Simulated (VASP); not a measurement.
# Os (P6_3/mmc) in VASP: notebook

Runs on Os. Level: PBE. Tasks: single point.

All numbers are computed with VASP 6.6.1; they aren't measurements. Logs are shortened: lines on timing, memory, paths and dates and some standing lists are left out, and cuts for length are marked.

### Step 1. The cell of the first run

Symmetry: P6_3/mmc, No. 194, hexagonal system. The conventional cell has a = 2.862 Å, b = 2.862 Å, c = 4.510 Å, α = 90.00°, β = 90.00°, γ = 120.00°. Within 3.7 Å of Os (site symmetry -6m2) lie 12 Os at 2.80 to 2.86 Å.

### Step 2. Single point, PBE (16.00 Å³/atom)

File INCAR:

```
PREC = Accurate
ENCUT = 520
EDIFF = 1E-7
ISMEAR = -1
SIGMA = 0.1
LREAL = False
LASPH = True
NELM = 60
ALGO = Normal
ISIF = 2
LWAVE = False
LCHARG = False
GGA = PE
NBANDS = 15
```

File KPOINTS:

```
regular mesh
0
Gamma
  21 21 12
```

File POSCAR:

```
Os
1.0
    2.8620294447      0.0000000000      0.0000000000
   -1.4310147224      2.4785902055      0.0000000000
    0.0000000000      0.0000000000      4.5098403606
Os
2
Direct
    0.3333333333      0.6666666667      0.2500000000
    0.6666666667      0.3333333333      0.7500000000
```

Potentials or basis: VASP PAW PBE potentials, release 64 (Os).

Command:

```bash
$ cat potpaw_PBE.64/Os/POTCAR > POTCAR
$ mpirun -np 1 vasp_std > vasp.out
```

OUTCAR:

```text
PREC = Accurate
   ENCUT = 520
   EDIFF = 1E-7
   ISMEAR = -1
   LREAL = False
   LASPH = True
   NELM = 60
   ISIF = 2
   GGA = PE

 ion  position               nearest neighbor table
   1  0.333  0.667  0.250-   2 2.80   2 2.80   2 2.80   2 2.80   2 2.80   2 2.80
   2  0.667  0.333  0.750-   1 2.80   1 2.80   1 2.80   1 2.80   1 2.80   1 2.80

  LATTYP: Found a hexagonal cell.
 ALAT       =     2.8620294447
 C/A-ratio  =     1.5757491136

  Lattice vectors:

 A1 = (   2.8620294447,   0.0000000000,   0.0000000000)
 A2 = (  -1.4310147224,   2.4785902055,   0.0000000000)
 A3 = (   0.0000000000,   0.0000000000,   4.5098403606)

Analysis of symmetry for initial positions (statically):
=====================================================================
 Subroutine PRICEL returns:
 Original cell was already a primitive cell.

 Routine SETGRP: Setting up the symmetry group for a
 hexagonal supercell.

 Subroutine GETGRP returns: Found 24 space group operations
 (whereof 12 operations were pure point group operations)
 out of a pool of 24 trial point group operations.

The static configuration has the point symmetry D_3d.
 The point group associated with its full space group is D_6h.

Analysis of symmetry for dynamics (positions and initial velocities):
=====================================================================
 Subroutine PRICEL returns:
 Original cell was already a primitive cell.

 Routine SETGRP: Setting up the symmetry group for a
 hexagonal supercell.

 Subroutine GETGRP returns: Found 24 space group operations
 (whereof 12 operations were pure point group operations)
 out of a pool of 24 trial point group operations.

The dynamic configuration has the point symmetry D_3d.
 The point group associated with its full space group is D_6h.

 Subroutine INISYM returns: Found 24 space group operations
 (whereof 12 operations are pure point group operations),
 and found     1 'primitive' translations

----------------------------------------------------------------------------------------

                                     Primitive cell

  volume of cell :      31.9919

  direct lattice vectors                    reciprocal lattice vectors
     2.862029445  0.000000000  0.000000000     0.349402415  0.201727578  0.000000000
    -1.431014722  2.478590206  0.000000000     0.000000000  0.403455157  0.000000000
     0.000000000  0.000000000  4.509840361     0.000000000  0.000000000  0.221737339

  length of vectors
     2.862029445  2.862029445  4.509840361     0.403455157  0.403455157  0.221737339

  position of ions in fractional coordinates (direct lattice)
     0.333333333  0.666666667  0.250000000
     0.666666667  0.333333333  0.750000000

  ion indices of the primitive-cell ions
   primitive index   ion index
                 1           1
                 2           2

----------------------------------------------------------------------------------------

 KPOINTS: regular mesh

Automatic generation of k-mesh.
 Grid dimensions read from file:
 generate k-points for:   21   21   12

 Generating k-lattice:

  Cartesian coordinates                     Fractional coordinates (reciprocal lattice)
     0.016638210  0.009606075  0.000000000     0.047619048  0.000000000  0.000000000
     0.000000000  0.019212150  0.000000000     0.000000000  0.047619048  0.000000000
     0.000000000  0.000000000  0.018478112     0.000000000  0.000000000  0.083333333

  Length of vectors
     0.019212150  0.019212150  0.018478112

  Shift w.r.t. Gamma in fractional coordinates (k-lattice)
     0.000000000  0.000000000  0.000000000

 Subroutine IBZKPT returns following result:
 ===========================================

 Found    336 irreducible k-points:

 Following reciprocal coordinates:
            Coordinates               Weight
  0.000000  0.000000  0.000000      1.000000
  0.047619 -0.000000  0.000000      6.000000
  0.095238  0.000000  0.000000      6.000000
  0.142857 -0.000000  0.000000      6.000000
  0.190476  0.000000  0.000000      6.000000
  0.238095  0.000000  0.000000      6.000000
[... 16 lines left out ...]
  0.142857  0.095238  0.000000     12.000000
  0.190476  0.095238  0.000000     12.000000
 [... further k-points ...]
   k-points           NKPTS =    336   k-points in BZ     NKDIM =    336   number of bands    NBANDS=     15
   number of dos      NEDOS =    301   number of ions     NIONS =      2
   total plane-waves  NPLWV =  20736
   dimension x,y,z NGX =    24 NGY =   24 NGZ =   36
   dimension x,y,z NGXF=    48 NGYF=   48 NGZF=   72
   ions per type =               2
   NGX,Y,Z   is equivalent  to a cutoff of  13.94, 13.94, 13.27 a.u.
   NGXF,Y,Z  is equivalent  to a cutoff of  27.88, 27.88, 26.54 a.u.
 SYSTEM =  unknown system
   PREC   = accura    normal or accurate (medium, high low for compatibility)
   ISTART =      0    job   : 0-new  1-cont  2-samecut
   ICHARG =      2    charge: 1-file 2-atom 10-const
   ISPIN  =      1    spin polarized calculation?
   LNONCOLLINEAR =      F non collinear calculations
   LSORBIT =      F    spin-orbit coupling
   LASPH  =      T    aspherical Exc in radial PAW
   ENCUT  =  520.0 eV  38.22 Ry    6.18 a.u.   5.32  5.32  8.39*2*pi/ulx,y,z
   NELM   =     60;   NELMIN=  2; NELMDL= -5     # of ELM steps
   EDIFF  = 0.1E-06   stopping-criterion for ELM
   LREAL  =      F    real-space projection
   EDIFFG = 0.1E-05   stopping-criterion for IOM
   NSW    =      0    number of steps for IOM
   IBRION =     -1    ionic relax: 0-MD 1-quasi-New 2-CG
   NFREE  =      0    steps in history (QN), initial steepest desc. (CG)
   ISIF   =      2    stress and relaxation
   ISYM   =      2    0-nonsym 1-usesym 2-fastsym
   POTIM  = 0.5000    time-step for ionic-motion
   TEBEG  =    0.0;   TEEND  =   0.0 temperature during run
   PSTRESS=    0.0 pullay stress
   NELECT =      16.0000    total number of electrons
   NUPDOWN=      -1.0000    fix difference up-down
   EMIN   =  10.00;   EMAX   =-10.00  energy-range for DOS
   EFERMI =   0.00;   METHOD = LEGACY
   ISMEAR =    -1;   SIGMA  =   0.10  broadening in eV -4-tet -1-fermi 0-gaus
   EFERMI_NEDOS =   21; number of points for ismear=-14 and -15
   IALGO  =     38    algorithm
   IMIX   =      4    mixing-type and parameters
     AMIX     =   0.40;   BMIX     =  1.00
     AMIX_MAG =   1.60;   BMIX_MAG =  1.00
  volume/ion in A,a.u.               =      16.00       107.95
  Fermi-wavevector in a.u.,A,eV,Ry     =   1.299476  2.455653 22.975302  1.688637
  Thomas-Fermi vector in A             =   2.430737
   LORBIT       =      0    0 simple, 1 ext, 2 COOP (PROOUT), +10 PAW based schemes
   GGA     = PE    functional components
   LHFCALC =     F    Hartree Fock is set to
   AEXX    =    0.0000 exact exchange contribution
   IVDW    =     0    specifies the selected vdW correction
   LEPSILON=     F    determine dielectric tensor
   LRPA    =     F    only Hartree local field effects (RPA)
 non-spin polarized calculation
  energy-cutoff  :      520.00
  volume of cell :       31.99
 maximum number of plane-waves:       884
 NGX is ok and might be reduce to    24
   NGX = 11   NGY = 11   NGZ = 17

 number of electron      16.0000002 magnetization

 Free energy of the ion-electron system (eV)
  ---------------------------------------------------
  ext. energy  EPLUGINS =         0.00000000
  ---------------------------------------------------
  free energy    TOTEN  =       -22.10493271 eV

  energy without entropy =      -22.05431069  energy(sigma->0) =      -22.07962170

 E-fermi :   7.5584     XC(G=0): -13.2927

 val. band max:        7.5539995959   @ k =   0.2381   0.0476   0.0833
 cond. band min:       7.5613128988   @ k =   0.4286   0.0000   0.3333
 fundamental gap:      0.0073133030
 Fermi energy:         7.5583876846

 k-point     1 :       0.0000    0.0000    0.0000
  band No.  band energies     occupation
      1      -2.2015      2.00000
      2       0.9602      2.00000
      3       5.0511      2.00000
      4       5.0511      2.00000
      5       5.2727      2.00000
      6       5.7275      2.00000
      7       5.7275      2.00000
      8       6.2316      2.00000
      9       6.2316      2.00000
     10       7.6573      0.54228
     11       8.9076      0.00000
     12       8.9076      0.00000
     13      15.1380      0.00000
     14      21.5606      0.00000
     15      24.1411      0.00000

 k-point     2 :       0.0476   -0.0000    0.0000
  band No.  band energies     occupation
      1      -2.1220      2.00000
      2       1.0305      2.00000
      3       4.8655      2.00000
      4       5.1178      2.00000
      5       5.4391      2.00000
      6       5.6826      2.00000
      7       5.7894      2.00000
      8       6.1488      2.00000
      9       6.1788      2.00000
     10       7.2089      1.94107
     11       8.9425      0.00000
     12       9.4677      0.00000
     13      15.1283      0.00000
     14      21.7091      0.00000
     15      24.2413      0.00000

 k-point     3 :       0.0952    0.0000    0.0000
  band No.  band energies     occupation
      1      -1.8876      2.00000
      2       1.2322      2.00000
      3       4.5774      2.00000
      4       5.3164      2.00000
      5       5.5343      2.00000
      6       5.7116      2.00000
      7       5.8160      2.00000
      8       5.9725      2.00000
      9       6.0338      2.00000
     10       6.6547      1.99976
     11       9.0352      0.00000
     12      10.4445      0.00000
     13      15.0956      0.00000
     14      22.1059      0.00000
     15      24.5162      0.00000
[... 343 lines left out ...]
 k-point    23 :       0.1429    0.0952    0.0000
  band No.  band energies     occupation
      1      -0.8022      2.00000
      2       2.0417      2.00000
      3       3.8327      2.00000
      4       4.3695      2.00000
      5       5.1528      2.00000
      6       5.2926      2.00000
      7       6.2434      2.00000
      8       6.2784      1.99999
      9       6.3456      1.99999
     10       7.0104      1.99169
     11       9.2737      0.00000
     12      13.0708      0.00000
     13      14.9102      0.00000
     14      21.8777      0.00000
     15      22.6152      0.00000

 k-point    24 :       0.1905    0.0952    0.0000
  band No.  band energies     occupation
      1      -0.2297      2.00000
      2       2.3010      2.00000
      3       3.6732      2.00000
      4       3.8056      2.00000
      5       5.0677      2.00000
      6       5.0768      2.00000
      7       6.0743      2.00000
      8       6.6169      1.99984
      9       6.9117      1.99690
     10       7.5704      0.94010
     11       9.3600      0.00000
     12      14.1416      0.00000
     13      14.8250      0.00000
     14      20.2931      0.00000
     15      21.6673      0.00000

 [... further k-points ...]

------------------------ aborting loop because EDIFF is reached ----------------------------------------

  FORCE on cell =-STRESS in cart. coord.  units (eV):
  Direction    XX          YY          ZZ          XY          YZ          ZX
  --------------------------------------------------------------------------------------
  -------------------------------------------------------------------------------------
  Total       -6.7982616     -6.7982616     -7.1754971      0.0000000     -0.0000000      0.0000000
  in kB     -340.4618540   -340.4618540   -359.3540813      0.0000000     -0.0000000      0.0000000
  external PRESSURE =    -346.7592631 kB  Pullay stress =       0.0000000 kB

 VOLUME and BASIS-vectors are now :
 -----------------------------------------------------------------------------
  energy-cutoff  :      520.00
  volume of cell :       31.99
      direct lattice vectors                 reciprocal lattice vectors
     2.862029445  0.000000000  0.000000000     0.349402415  0.201727578  0.000000000
    -1.431014722  2.478590206  0.000000000     0.000000000  0.403455157  0.000000000
     0.000000000  0.000000000  4.509840361     0.000000000  0.000000000  0.221737339

 POSITION                                       TOTAL-FORCE (eV/Angst)
 -----------------------------------------------------------------------------------
     -0.00000      1.65239      1.12746        -0.000000     -0.000000      0.000000
      1.43101      0.82620      3.38238         0.000000      0.000000      0.000000
 -----------------------------------------------------------------------------------
    total drift:                               -0.000000      0.000000     -0.000000

  FREE ENERGIE OF THE ION-ELECTRON SYSTEM (eV)
  ---------------------------------------------------
  free  energy   TOTEN  =       -22.1049327088 eV

  energy  without entropy=      -22.0543106852  energy(sigma->0) =      -22.07962170
```

Wall time 2.1 min (1 thread of Intel Xeon 8259CL, shared host); peak memory 0.27 GiB.

What came out:

* Free energy: -22.1049 eV
* Pressure: -34.7 GPa
* Band gap on the k mesh: zero (bands 8 and 9 overlap by 3.12 eV)

Stress tensor (GPa, compression positive):
```
-34.05   0.00   0.00
  0.00 -34.05   0.00
  0.00   0.00 -35.94
```

Caveat: the cell stands under tension; spin-orbit coupling is left out, which moves the levels of the heavy elements.

(Continued in part 2 of 2.)
